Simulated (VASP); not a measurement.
The system is Ru2F.

```
Ru F
1.0
     3.78948    0.00000    0.00000
     1.70969    3.87929    0.00000
     1.82034   -0.70096    5.10323
Ru F
4 2
Cartesian
  4.1488 0.1215 3.8814
  3.2961 0.4816 1.4036
  3.8152 2.7926 3.0062
  2.9049 3.1679 0.5110
  6.2135 1.2652 4.5874
  1.5799 1.7062 1.9200
```

```yaml
Program: VASP 6.6.1
Task: relaxation of cell and atoms
Functional: PBE
Potentials_or_basis: VASP PAW PBE potentials, release 64 (Ru_pv, F)
Cutoff: 600 eV
k_mesh: 6 × 4 × 4
Occupations: gaussian, width 0.1 eV
Spin: no spin polarisation
```

At the start: pressure 10.2 GPa; volume 12.50 Å³/atom.

Task: How do energy, volume and symmetry change on relaxing?

Result: Over 27 steps the energy falls by 169.5 meV/atom and the volume is 13.11 Å³/atom (+4.8 %); space group P1 (No. 1, to 0.1 Å) before, C2 (No. 5, to 0.1 Å).

The path:
```tsv
step	energy change (eV)	largest force (eV/Å)	pressure (GPa)	volume (Å³)
1	0.0000	0.4209	10.23	75.02
2	-0.2284	0.9001	-14.63	83.75
3	-0.3877	0.6871	-6.68	80.01
4	-0.7960	0.7878	0.25	77.68
5	-0.8204	0.9988	3.07	76.98
6	-0.9739	0.5604	0.53	78.19
7	-0.9805	0.3768	0.80	78.01
8	-0.9974	0.1650	0.06	78.75
9	-0.9974	0.1646	0.11	78.76
10	-1.0018	0.1387	-0.28	79.00
11	-1.0024	0.1293	-0.43	79.12
12	-1.0056	0.1026	-0.08	79.03
13	-1.0068	0.0854	0.38	78.92
14	-1.0086	0.0677	-0.20	79.12
15	-1.0088	0.0817	-0.47	79.21
16	-1.0103	0.0673	-0.21	79.11
17	-1.0106	0.0708	-0.01	79.05
18	-1.0117	0.0678	0.06	78.99
19	-1.0131	0.1091	0.27	78.81
20	-1.0138	0.0597	-0.17	78.88
21	-1.0139	0.0614	-0.37	78.92
22	-1.0147	0.0544	-0.15	78.78
23	-1.0151	0.0542	0.11	78.63
24	-1.0156	0.0471	0.10	78.61
25	-1.0161	0.0509	0.07	78.57
26	-1.0168	0.0430	-0.01	78.61
27	-1.0171	0.0398	-0.14	78.66
```

Final structure:
```xyz
6
Lattice="3.6450 -0.3076 0.0346 1.3437 4.2539 0.1551 1.8509 -0.7444 4.9395" Properties=species:S:1:pos:R:3 pbc="T T T"
Ru    4.0814   -0.0747    3.7573
Ru    3.1549    0.2998    1.2891
Ru    3.3926    3.0215    3.0642
Ru    2.4662    3.3932    0.5916
F     2.3654    1.4573    4.5579
F     5.0583    1.5087    2.1277
```

Caveat: the k points lie up to 0.36 Å⁻¹ apart in the final cell, too coarse for converged energies and pressures of a metal.
